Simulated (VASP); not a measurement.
# AgI (F-43m) in VASP: notebook, part 2 of 2

VASP 6.6.1.

### 3 Relaxation of cell and atoms, r2SCAN, target pressure 10 GPa, at which the enthalpy is minimised

POSCAR reads:

```
AgI
1.0
    3.2886582602      3.2886582602      0.0000000000
   -3.2886582602      3.2886582602      0.0000000000
    0.0000000000      3.2886582602      3.2886582602
Ag I
1 1
Direct
    0.0000000000      0.0000000000      0.0000000000
    0.7500000000      0.2500000000      0.5000000000
```

INCAR.step1 reads:

```
SYSTEM = AgI
  ALGO = Normal
  EDIFF = 1E-5
  EDIFFG = -0.005
  ENCUT = 550
  GGA = PE
  GGA_COMPAT = .FALSE.
  IBRION = 2
  ISIF = 3
  ISMEAR = 0
  LASPH = .TRUE.
  LCHARG = .FALSE.
  LREAL = .FALSE.
  LWAVE = .TRUE.
  NELM = 120
  NELMIN = 4
  NSW = 100
  PREC = Accurate
  SIGMA = 0.01
```

INCAR.step2 reads:

```
SYSTEM = AgI
  ALGO = Normal
  EDIFF = 1E-7
  EDIFFG = -0.002
  ENCUT = 550
  GGA_COMPAT = .FALSE.
  IBRION = 2
  ISIF = 3
  ISMEAR = 0
  ISTART = 1
  LASPH = .TRUE.
  LCHARG = .FALSE.
  LMIXTAU = .TRUE.
  LREAL = .FALSE.
  LWAVE = .FALSE.
  METAGGA = R2SCAN
  NELM = 120
  NELMIN = 4
  NSW = 100
  PREC = Accurate
  PSTRESS = 100.0
  SIGMA = 0.01
```

KPOINTS reads:

```
k-points
0
G
  6 6 6
  0 0 0
```

Potentials or basis: VASP PAW PBE potentials, release 64 (Ag, I).

Launch:

```console
$ cat potpaw_PBE.64/Ag/POTCAR potpaw_PBE.64/I/POTCAR > POTCAR
$ cp INCAR.step1 INCAR
$ mpirun -np 1 vasp_std > vasp.out
$ cp INCAR.step2 INCAR
$ mpirun -np 1 vasp_std > vasp.out
```

OUTCAR:

```text
SYSTEM = AgI
   EDIFF = 1E-7
   EDIFFG = -0.002
   ENCUT = 550
   IBRION = 2
   ISIF = 3
   ISMEAR = 0
   ISTART = 1
   LASPH = .TRUE.
   LREAL = .FALSE.
   METAGGA = R2SCAN
   NELM = 120
   NELMIN = 4
   NSW = 100
   PREC = Accurate
   PSTRESS = 100.0

 ion  position               nearest neighbor table
   1  0.000  0.000  0.000-   2 2.85   2 2.85   2 2.85   2 2.85
   2  0.750  0.250  0.500-   1 2.85   1 2.85   1 2.85   1 2.85

  LATTYP: Found a face centered cubic cell.
 ALAT       =     6.5773165204

  Lattice vectors:

 A1 = (   0.0000000000,   3.2886582602,   3.2886582602)
 A2 = (   3.2886582602,   0.0000000000,   3.2886582602)
 A3 = (   3.2886582602,   3.2886582602,   0.0000000000)

Analysis of symmetry for initial positions (statically):
=====================================================================
 Subroutine PRICEL returns:
 Original cell was already a primitive cell.

 Routine SETGRP: Setting up the symmetry group for a
 face centered cubic supercell.

 Subroutine GETGRP returns: Found 24 space group operations
 (whereof 24 operations were pure point group operations)
 out of a pool of 48 trial point group operations.

The static configuration has the point symmetry T_d .

Analysis of symmetry for dynamics (positions and initial velocities):
=====================================================================
 Subroutine PRICEL returns:
[... 119 lines left out ...]
     AMIX     =   0.40;   BMIX     =  1.00
     AMIX_MAG =   1.60;   BMIX_MAG =  1.00
  volume/ion in A,a.u.               =      35.57       240.02
  Fermi-wavevector in a.u.,A,eV,Ry     =   1.035469  1.956752 14.588101  1.072195
  Thomas-Fermi vector in A             =   2.169813
   LORBIT       =      0    0 simple, 1 ext, 2 COOP (PROOUT), +10 PAW based schemes
   METAGGA = R2SCAN    functional components
   LHFCALC =     F    Hartree Fock is set to
   AEXX    =    0.0000 exact exchange contribution
   IVDW    =     0    specifies the selected vdW correction
   LEPSILON=     F    determine dielectric tensor
   LRPA    =     F    only Hartree local field effects (RPA)
 conjugate gradient relaxation of ions
 non-spin polarized calculation
 Gauss-broadening in eV      SIGMA  =   0.01
  energy-cutoff  :      550.00
  volume of cell :       71.14
 maximum number of plane-waves:      2100
   NGX = 17   NGY = 17   NGZ = 17

--------------------------------------- Ionic step        1  -------------------------------------------

 number of electron      18.0000002 magnetization

 Free energy of the ion-electron system (eV)
  ---------------------------------------------------
  ext. energy  EPLUGINS =         0.00000000
  ---------------------------------------------------
  free energy    TOTEN  =       -46.52520331 eV

  energy without entropy =      -46.52520331  energy(sigma->0) =      -46.52520331

 E-fermi :   2.5153     XC(G=0):  -8.7600

 val. band max:        2.4553613166   @ k =   0.0000   0.0000   0.0000
 cond. band min:       4.2461005565   @ k =   0.0000   0.0000   0.0000
 fundamental gap:      1.7907392399
 Fermi energy:         2.5152934815
[... 706 lines left out ...]
--------------------------------------- Ionic step        6  -------------------------------------------

 number of electron      17.9999998 magnetization

 Free energy of the ion-electron system (eV)
  ---------------------------------------------------
  ext. energy  EPLUGINS =         0.00000000
  ---------------------------------------------------
  free energy    TOTEN  =       -46.20003524 eV

  energy without entropy =      -46.20003524  energy(sigma->0) =      -46.20003524

 E-fermi :   5.0429     XC(G=0):  -9.7862

 val. band max:        4.9566992573   @ k =   0.0000   0.0000   0.0000
 cond. band min:       6.7710913053   @ k =   0.0000   0.0000   0.0000
 fundamental gap:      1.8143920480
 Fermi energy:         5.0428783711
[... 287 lines left out ...]
  energy  without entropy=      -46.2000352381  energy(sigma->0) =      -46.20003524

  enthalpy is  TOTEN    =       -42.5792461928 eV   P V=        3.6207890452

 reached required accuracy - stopping structural energy minimisation
```

OSZICAR.step1:

```text
N       E                     dE             d eps       ncg     rms          rms(c)
DAV:   1     0.971317125069E+02    0.97132E+02   -0.82456E+03   424   0.122E+03
DAV:   2    -0.556808435316E+00   -0.97689E+02   -0.92650E+02   456   0.226E+02
DAV:   3    -0.480706038427E+01   -0.42503E+01   -0.42287E+01   511   0.491E+01
DAV:   4    -0.487152676993E+01   -0.64466E-01   -0.64460E-01   579   0.615E+00
[... 56 lines left out ...]
       N       E                     dE             d eps       ncg     rms          rms(c)
DAV:   1    -0.479082137672E+01   -0.15219E-03   -0.27193E-03   421   0.606E-01    0.843E-02
DAV:   2    -0.479066840635E+01    0.15297E-03   -0.48404E-04   416   0.318E-01    0.292E-02
DAV:   3    -0.479066000610E+01    0.84003E-05   -0.27876E-05   331   0.400E-02    0.207E-02
DAV:   4    -0.479066012028E+01   -0.11419E-06   -0.57462E-06   213   0.247E-02
   8 F= -.47906601E+01 E0= -.47906601E+01  d E =-.260426E-02
```

It took 8.6 min on 1 thread of AMD EPYC 7R43 (Zen 3), shared host; peak memory 0.2 GiB.

What came out:

```yaml
Free_energy: -46.2000 eV
Relaxed_volume: 29.01 Å³/atom
Relaxed_cell: a = 4.345 Å, b = 4.345 Å, c = 4.345 Å, α = 60.00°, β = 60.00°, γ = 90.00°
Space_group_after_relaxing_to_0.1_Å: F-43m (No. 216)
Energy_change_on_relaxing_the_run_minimises_the_enthalpy: +162.6 meV/atom
Ionic_steps: 6
Pressure_after_relaxing: 10.0 GPa
Band_gap_on_the_k_mesh: 1.81 eV
```

Step by step:
```csv
step,energy change (eV),largest force (eV/Å),pressure (GPa),volume (Å³)
1,0.0000,0.0000,-0.11,71.14
2,1.1023,0.0000,24.62,50.43
3,0.3112,0.0000,9.72,58.24
4,0.3260,0.0000,10.02,58.00
5,0.3239,0.0000,9.98,58.03
6,0.3252,0.0000,10.01,58.01
```

Final structure:
```
CELL_PARAMETERS angstrom
3.07252 3.07252 0.00000
-3.07252 3.07252 0.00000
0.00000 3.07252 3.07252
ATOMIC_POSITIONS crystal
Ag 0.00000 0.00000 0.00000
I 0.75000 0.25000 0.50000
```

Caveat: the cell is relaxed towards a set pressure, so the run minimises the enthalpy, not the energy; the volume moved by over 15 % at a fixed basis, so the end points are rough; the PAW data sets were made with another functional, which shifts forces and pressure a little; spin-orbit coupling is left out, which moves the levels of the heavy elements.

### 4 Relaxation of cell and atoms, r2SCAN, target pressure 15 GPa, at which the enthalpy is minimised

POSCAR is that of step 3.

INCAR.step1 reads:

```
PREC     = Accurate       # precision mode
ENCUT    = 550            # plane-wave cutoff, eV
ISMEAR   = 0              # smearing method
SIGMA    = 0.01           # smearing width, eV
LREAL    = False          # projectors in reciprocal space
LASPH    = True           # aspherical terms in the spheres
NELM     = 120            # most SCF steps
GGA      = PE             # functional
ALGO     = Normal         # electronic algorithm
EDIFF    = 1E-5           # SCF threshold, eV
LWAVE    = True           # write WAVECAR
LCHARG   = False          # write CHGCAR
GGA_COMPAT= False        
IBRION   = 2              # ionic algorithm
ISIF     = 3              # what is computed and relaxed
EDIFFG   = -0.005         # ionic threshold
NELMIN   = 4            
NSW      = 100            # ionic steps
```

INCAR.step2 reads:

```
PREC     = Accurate       # precision mode
ENCUT    = 550            # plane-wave cutoff, eV
EDIFF    = 1E-7           # SCF threshold, eV
ISMEAR   = 0              # smearing method
SIGMA    = 0.01           # smearing width, eV
LREAL    = False          # projectors in reciprocal space
LASPH    = True           # aspherical terms in the spheres
NELM     = 120            # most SCF steps
ALGO     = Normal         # electronic algorithm
ISIF     = 3              # what is computed and relaxed
LWAVE    = False          # write WAVECAR
LCHARG   = False          # write CHGCAR
METAGGA  = R2SCAN         # meta-GGA
LMIXTAU  = True         
IBRION   = 2              # ionic algorithm
NSW      = 100            # ionic steps
EDIFFG   = -0.002         # ionic threshold
PSTRESS  = 150.0        
ISTART   = 1            
GGA_COMPAT= False        
NELMIN   = 4
```

KPOINTS reads:

```
regular mesh
0
Gamma
  6 6 6
```

Launch:

```console
$ cat potpaw_PBE.64/Ag/POTCAR potpaw_PBE.64/I/POTCAR > POTCAR
$ cp INCAR.step1 INCAR
$ mpirun -np 1 vasp_std > vasp.out
$ cp INCAR.step2 INCAR
$ mpirun -np 1 vasp_std > vasp.out
```

Run time: 11 min. Hardware: 1 thread of AMD EPYC 7R43 (Zen 3), shared host; peak memory 0.2 GiB.

It converged, with:

```
Free energy                                                : -45.9494 eV
Relaxed volume                                             : 27.38 Å³/atom
Relaxed cell                                               : a = 4.263 Å, b = 4.263 Å, c = 4.263 Å, α = 60.00°, β = 60.00°, γ = 90.00°
Space group after relaxing (to 0.1 Å)                      : F-43m (No. 216)
Energy change on relaxing (the run minimises the enthalpy) : +287.9 meV/atom
Ionic steps                                                : 7
Pressure after relaxing                                    : 15.0 GPa
Band gap on the k mesh                                     : 1.83 eV
```

The path:
| step | energy change (eV) | largest force (eV/Å) | pressure (GPa) | volume (Å³) |
| --- | --- | --- | --- | --- |
| 1 | 0.0000 | 0.0000 | -0.11 | 71.14 |
| 2 | 3.2654 | 0.0000 | 61.99 | 41.88 |
| 3 | 0.5027 | 0.0000 | 13.60 | 55.59 |
| 4 | 0.5528 | 0.0000 | 14.57 | 55.02 |
| 5 | 0.5801 | 0.0000 | 15.09 | 54.72 |
| 6 | 0.5698 | 0.0000 | 14.90 | 54.83 |
| 7 | 0.5758 | 0.0000 | 15.01 | 54.77 |

Final structure:
```
Ag I
1.0
     3.01414    3.01414    0.00000
    -3.01414    3.01414    0.00000
     0.00000    3.01414    3.01414
Ag I
1 1
Direct
  0.00000 0.00000 0.00000
  0.75000 0.25000 0.50000
```

Levels at points of the mesh, in eV from the valence-band top:
```csv
k point,band 5,band 6,band 7,band 8,band 9,band 10,band 11,band 12,band 13
"(0.00, 0.00, 0.00)",-4.37,-4.37,0.00,0.00,0.00,1.83,5.71,5.71,5.71
"(0.50, 0.00, 0.00)",-4.33,-4.33,-4.12,-1.14,-1.14,3.01,6.26,6.26,7.75
"(0.50, 0.50, 0.00)",-4.23,-4.18,-3.67,-2.76,-2.76,3.22,3.89,10.06,11.13
```

Caveat: the cell is relaxed towards a set pressure, so the run minimises the enthalpy, not the energy; the volume moved by over 15 % at a fixed basis, so the end points are rough; the PAW data sets were made with another functional, which shifts forces and pressure a little; spin-orbit coupling is left out, which moves the levels of the heavy elements.

### 5 Overview

| cell | gap on the mesh (eV) | pressure (GPa) |
| --- | --- | --- |
| relaxed to 7 GPa | 1.80 | 7.0 |
| relaxed to 10 GPa | 1.81 | 10.0 |
| relaxed to 15 GPa | 1.83 | 15.0 |

Alike in all rows: task relaxation of cell and atoms; level r2SCAN; potentials or basis VASP PAW PBE potentials, release 64 (Ag, I); no spin polarisation; k mesh 6 × 6 × 6; cutoff (eV) 550; smearing gaussian 0.01 eV.

Caveats: the cell is relaxed towards a set pressure, so the run minimises the enthalpy, not the energy; the PAW data sets were made with another functional, which shifts forces and pressure a little; spin-orbit coupling is left out, which moves the levels of the heavy elements; the volume moved by over 15 % at a fixed basis, so the end points are rough (at least some runs).

Total energies depend on the potentials used, so only differences within one code and one set of settings carry meaning.
